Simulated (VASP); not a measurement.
# Cs (I4_1/amd) in VASP: single point with PBE

Aim: the single point of Cs with PBE.

Everything below comes from runs of VASP 6.6.1. Logs are shortened: lines on timing, memory, paths and dates and some standing lists are left out, and cuts for length are marked.

**1. The cell of the first run**

The structure is tetragonal, space group I4_1/amd (No. 141). Conventional cell: a = 5.148 Å, b = 5.148 Å, c = 18.564 Å, α = 90.00°, β = 90.00°, γ = 90.00°.

**2. Single point, PBE**

File INCAR:

```
PREC = Accurate
ENCUT = 520
EDIFF = 1E-7
ISMEAR = 0
SIGMA = 0.1
LREAL = F
LASPH = T
NELM = 100
ALGO = Normal
ISIF = 2
LWAVE = F
LCHARG = F
GGA = PE
NBANDS = 16
```

File KPOINTS:

```
Automatic mesh
0
Gamma
  12 12 12
```

File POSCAR:

```
Cs
1.0
   -2.5738604630      2.5738604630      9.2820982162
    2.5738604630     -2.5738604630      9.2820982162
    2.5738604630      2.5738604630     -9.2820982162
Cs
2
Direct
    0.2500000000      0.7500000000      0.5000000000
    0.5000000000      0.5000000000      0.0000000000
```

Potentials or basis: VASP PAW PBE potentials, release 64 (Cs_sv).

On the command line:

```sh
> cat potpaw_PBE.64/Cs_sv/POTCAR > POTCAR
> mpirun -np 1 vasp_std > vasp.out
```

OUTCAR:

```text
PREC = Accurate
   ENCUT = 520
   EDIFF = 1E-7
   ISMEAR = 0
   LREAL = F
   LASPH = T
   NELM = 100
   ISIF = 2
   GGA = PE

 ion  position               nearest neighbor table
   1  0.250  0.750  0.500-
   2  0.500  0.500  0.000-

  LATTYP: Found a body centered tetragonal cell.
 ALAT       =     5.1477209260
 C/A-ratio  =     3.6062942609

  Lattice vectors:

 A1 = (  -2.5738604630,   2.5738604630,   9.2820982162)
 A2 = (   2.5738604630,  -2.5738604630,   9.2820982162)
 A3 = (   2.5738604630,   2.5738604630,  -9.2820982162)

Analysis of symmetry for initial positions (statically):
=====================================================================
 Subroutine PRICEL returns:
 Original cell was already a primitive cell.

 Routine SETGRP: Setting up the symmetry group for a
 body centered tetragonal supercell.

 Subroutine GETGRP returns: Found 16 space group operations
 (whereof  8 operations were pure point group operations)
 out of a pool of 16 trial point group operations.

The static configuration has the point symmetry D_2d.
 The point group associated with its full space group is D_4h.

Analysis of symmetry for dynamics (positions and initial velocities):
=====================================================================
 Subroutine PRICEL returns:
 Original cell was already a primitive cell.

 Routine SETGRP: Setting up the symmetry group for a
 body centered tetragonal supercell.

 Subroutine GETGRP returns: Found 16 space group operations
 (whereof  8 operations were pure point group operations)
 out of a pool of 16 trial point group operations.

The dynamic configuration has the point symmetry D_2d.
 The point group associated with its full space group is D_4h.

 Subroutine INISYM returns: Found 16 space group operations
 (whereof  8 operations are pure point group operations),
 and found     1 'primitive' translations

----------------------------------------------------------------------------------------

                                     Primitive cell

  volume of cell :     245.9666

  direct lattice vectors                    reciprocal lattice vectors
    -2.573860463  2.573860463  9.282098216     0.000000000  0.194260725  0.053867131
     2.573860463 -2.573860463  9.282098216     0.194260725  0.000000000  0.053867131
     2.573860463  2.573860463 -9.282098216     0.194260725  0.194260725  0.000000000

  length of vectors
     9.970299026  9.970299026  9.970299026     0.201590915  0.201590915  0.274726152

  position of ions in fractional coordinates (direct lattice)
     0.250000000  0.750000000  0.500000000
     0.500000000  0.500000000  0.000000000

  ion indices of the primitive-cell ions
   primitive index   ion index
                 1           1
                 2           2

----------------------------------------------------------------------------------------

 KPOINTS: Automatic mesh

Automatic generation of k-mesh.
 Grid dimensions read from file:
 generate k-points for:   12   12   12

 Generating k-lattice:

  Cartesian coordinates                     Fractional coordinates (reciprocal lattice)
     0.000000000  0.016188394  0.004488928     0.083333333  0.000000000 -0.000000000
     0.016188394  0.000000000  0.004488928     0.000000000  0.083333333 -0.000000000
     0.016188394  0.016188394  0.000000000     0.000000000  0.000000000  0.083333333

  Length of vectors
     0.016799243  0.016799243  0.022893846

  Shift w.r.t. Gamma in fractional coordinates (k-lattice)
     0.000000000  0.000000000  0.000000000

 Subroutine IBZKPT returns following result:
 ===========================================

 Found    163 irreducible k-points:

 Following reciprocal coordinates:
            Coordinates               Weight
  0.000000  0.000000  0.000000      1.000000
  0.083333 -0.000000  0.000000      8.000000
  0.166667  0.000000 -0.000000      8.000000
  0.250000 -0.000000  0.000000      8.000000
  0.333333 -0.000000  0.000000      8.000000
  0.416667 -0.000000  0.000000      8.000000
[... 16 lines left out ...]
  0.500000  0.166667  0.000000     16.000000
 -0.416667  0.166667 -0.000000     16.000000
 [... further k-points ...]
   k-points           NKPTS =    163   k-points in BZ     NKDIM =    163   number of bands    NBANDS=     16
   number of dos      NEDOS =    301   number of ions     NIONS =      2
   total plane-waves  NPLWV = 512000
   dimension x,y,z NGX =    80 NGY =   80 NGZ =   80
   dimension x,y,z NGXF=   160 NGYF=  160 NGZF=  160
   ions per type =               2
   NGX,Y,Z   is equivalent  to a cutoff of  13.34, 13.34, 13.34 a.u.
   NGXF,Y,Z  is equivalent  to a cutoff of  26.68, 26.68, 26.68 a.u.
 SYSTEM =  unknown system
   PREC   = accura    normal or accurate (medium, high low for compatibility)
   ISTART =      0    job   : 0-new  1-cont  2-samecut
   ICHARG =      2    charge: 1-file 2-atom 10-const
   ISPIN  =      1    spin polarized calculation?
   LNONCOLLINEAR =      F non collinear calculations
   LSORBIT =      F    spin-orbit coupling
   LASPH  =      T    aspherical Exc in radial PAW
   ENCUT  =  520.0 eV  38.22 Ry    6.18 a.u.  18.54 18.54 18.54*2*pi/ulx,y,z
   NELM   =    100;   NELMIN=  2; NELMDL= -5     # of ELM steps
   EDIFF  = 0.1E-06   stopping-criterion for ELM
   LREAL  =      F    real-space projection
   EDIFFG = 0.1E-05   stopping-criterion for IOM
   NSW    =      0    number of steps for IOM
   IBRION =     -1    ionic relax: 0-MD 1-quasi-New 2-CG
   NFREE  =      0    steps in history (QN), initial steepest desc. (CG)
   ISIF   =      2    stress and relaxation
   ISYM   =      2    0-nonsym 1-usesym 2-fastsym
   POTIM  = 0.5000    time-step for ionic-motion
   TEBEG  =    0.0;   TEEND  =   0.0 temperature during run
   PSTRESS=    0.0 pullay stress
   NELECT =      18.0000    total number of electrons
   NUPDOWN=      -1.0000    fix difference up-down
   EMIN   =  10.00;   EMAX   =-10.00  energy-range for DOS
   EFERMI =   0.00;   METHOD = LEGACY
   ISMEAR =     0;   SIGMA  =   0.10  broadening in eV -4-tet -1-fermi 0-gaus
   EFERMI_NEDOS =   21; number of points for ismear=-14 and -15
   IALGO  =     38    algorithm
   IMIX   =      4    mixing-type and parameters
     AMIX     =   0.40;   BMIX     =  1.00
     AMIX_MAG =   1.60;   BMIX_MAG =  1.00
  volume/ion in A,a.u.               =     122.98       829.93
  Fermi-wavevector in a.u.,A,eV,Ry     =   0.684763  1.294014  6.379777  0.468900
  Thomas-Fermi vector in A             =   1.764510
   LORBIT       =      0    0 simple, 1 ext, 2 COOP (PROOUT), +10 PAW based schemes
   GGA     = PE    functional components
   LHFCALC =     F    Hartree Fock is set to
   AEXX    =    0.0000 exact exchange contribution
   IVDW    =     0    specifies the selected vdW correction
   LEPSILON=     F    determine dielectric tensor
   LRPA    =     F    only Hartree local field effects (RPA)
 non-spin polarized calculation
 Gauss-broadening in eV      SIGMA  =   0.10
  energy-cutoff  :      520.00
  volume of cell :      245.97
 maximum number of plane-waves:      6683
 NGX is ok and might be reduce to    80
   NGX = 37   NGY = 37   NGZ = 37

 number of electron      18.0000000 magnetization

 Free energy of the ion-electron system (eV)
  ---------------------------------------------------
  ext. energy  EPLUGINS =         0.00000000
  ---------------------------------------------------
  free energy    TOTEN  =        -1.60062514 eV

  energy without entropy =       -1.58935921  energy(sigma->0) =       -1.59499217

 E-fermi :   0.3102     XC(G=0):  -5.2322

 val. band max:        0.2945800823   @ k =  -0.2500  -0.3333   0.0833
 cond. band min:       0.3124522149   @ k =   0.0833   0.0833   0.0000
 fundamental gap:      0.0178721326
 Fermi energy:         0.3101891387

 k-point     1 :       0.0000    0.0000    0.0000
  band No.  band energies     occupation
      1     -23.6651      2.00000
      2     -23.6591      2.00000
      3     -10.5414      2.00000
      4     -10.4132      2.00000
      5     -10.4132      2.00000
      6     -10.4061      2.00000
[... 8 lines left out ...]
     15       3.4046      0.00000
     16       3.4046      0.00000

 k-point     2 :       0.0833   -0.0000    0.0000
  band No.  band energies     occupation
      1     -23.6647      2.00000
      2     -23.6588      2.00000
      3     -10.5389      2.00000
      4     -10.4229      2.00000
      5     -10.4145      2.00000
      6     -10.4128      2.00000
[... 8 lines left out ...]
     15       3.2075      0.00000
     16       3.3762      0.00000

 k-point     3 :       0.1667    0.0000   -0.0000
  band No.  band energies     occupation
      1     -23.6636      2.00000
      2     -23.6582      2.00000
      3     -10.5321      2.00000
      4     -10.4472      2.00000
      5     -10.4369      2.00000
      6     -10.4117      2.00000
[... 8 lines left out ...]
     15       2.9059      0.00000
     16       3.3340      0.00000

 k-point     4 :       0.2500   -0.0000    0.0000
  band No.  band energies     occupation
      1     -23.6622      2.00000
      2     -23.6574      2.00000
      3     -10.5239      2.00000
      4     -10.4793      2.00000
      5     -10.4649      2.00000
      6     -10.4099      2.00000
[... 8 lines left out ...]
     15       2.7811      0.00000
     16       3.2956      0.00000
[... 324 lines left out ...]
 k-point    22 :       0.4167    0.1667    0.0000
  band No.  band energies     occupation
      1     -23.6580      2.00000
      2     -23.6555      2.00000
      3     -10.5325      2.00000
      4     -10.5265      2.00000
      5     -10.4760      2.00000
      6     -10.4422      2.00000
[... 8 lines left out ...]
     15       2.6920      0.00000
     16       2.9549      0.00000

 k-point    23 :       0.5000    0.1667    0.0000
  band No.  band energies     occupation
      1     -23.6577      2.00000
      2     -23.6551      2.00000
      3     -10.5406      2.00000
      4     -10.5330      2.00000
      5     -10.4773      2.00000
      6     -10.4409      2.00000
[... 8 lines left out ...]
     15       2.6513      0.00000
     16       3.0046      0.00000

 k-point    24 :      -0.4167    0.1667   -0.0000
  band No.  band energies     occupation
      1     -23.6583      2.00000
      2     -23.6551      2.00000
      3     -10.5338      2.00000
      4     -10.5254      2.00000
      5     -10.4831      2.00000
      6     -10.4399      2.00000
[... 8 lines left out ...]
     15       2.5830      0.00000
     16       2.9874      0.00000

 [... further k-points ...]

------------------------ aborting loop because EDIFF is reached ----------------------------------------

  FORCE on cell =-STRESS in cart. coord.  units (eV):
  Direction    XX          YY          ZZ          XY          YZ          ZX
  --------------------------------------------------------------------------------------
  -------------------------------------------------------------------------------------
  Total       -0.0002789     -0.0002789      0.0093672      0.0000000     -0.0000000      0.0000000
  in kB       -0.0018167     -0.0018167      0.0610162      0.0000000     -0.0000000      0.0000000
  external PRESSURE =       0.0191276 kB  Pullay stress =       0.0000000 kB

 VOLUME and BASIS-vectors are now :
 -----------------------------------------------------------------------------
  energy-cutoff  :      520.00
  volume of cell :      245.97
      direct lattice vectors                 reciprocal lattice vectors
    -2.573860463  2.573860463  9.282098216     0.000000000  0.194260725  0.053867131
     2.573860463 -2.573860463  9.282098216     0.194260725  0.000000000  0.053867131
     2.573860463  2.573860463 -9.282098216     0.194260725  0.194260725  0.000000000

 POSITION                                       TOTAL-FORCE (eV/Angst)
 -----------------------------------------------------------------------------------
      2.57386      0.00000      4.64105        -0.000000      0.000000      0.000000
      0.00000      0.00000      9.28210         0.000000     -0.000000     -0.000000
 -----------------------------------------------------------------------------------
    total drift:                                0.000000     -0.000000      0.000000

  FREE ENERGIE OF THE ION-ELECTRON SYSTEM (eV)
  ---------------------------------------------------
  free  energy   TOTEN  =        -1.6006251376 eV

  energy  without entropy=       -1.5893592074  energy(sigma->0) =       -1.59499217
```

Wall time 28 min (1 thread of AMD EPYC 9R45 (Zen 5), shared host); peak memory 1.2 GiB.

What came out:

* Free energy: -1.6006 eV
* Pressure: 0.0 GPa
* Band gap on the k mesh: zero (band 9 reaches 0.86 eV, above the bottom of band 10 at -0.74 eV)

Caveat: spin-orbit coupling is left out, which moves the levels of the heavy elements.
